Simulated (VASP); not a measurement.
Runs of VASP 6.6.1 on Ga. The structure is that of space group P6/mmm (No. 191), or close to it. The cells are those of the table. 

```csv
task,cell,cutoff (eV),gap on the mesh (eV),pressure (GPa)
relaxation of cell and atoms,"relaxed to 39 GPa from a = 4.313, b = 4.313, c = 2.532 Å, angles 90.0, 90.0, 120.0°, 3 atoms",600,none,39.0
single point,"a = 4.313, b = 4.313, c = 2.532 Å, angles 90.0, 90.0, 120.0°, 3 atoms",520,none,(a)
relaxation of cell and atoms,"relaxed to 39 GPa from a = 4.232, b = 4.232, c = 2.624 Å, angles 90.0, 90.0, 120.0°, 3 atoms",600,none,39.0
single point,"a = 4.313, b = 4.313, c = 2.533 Å, angles 90.0, 90.0, 120.0°, 3 atoms",520,none,39.2
```

Alike in all rows: level PBE; potentials or basis VASP PAW PBE potentials, release 64 (Ga_d); no spin polarisation; k mesh 9 × 9 × 12; smearing fermi-dirac 0.1 eV.

Fill in the values left out.

(a) 39.3.

Caveats: the cell is relaxed towards a set pressure, so the enthalpy falls and the energy may rise (some runs).

A k mesh can miss the band edges, and the runs leave out spin-orbit coupling on Ga.

A gap of «none» marks levels without a gap at the run's occupations.
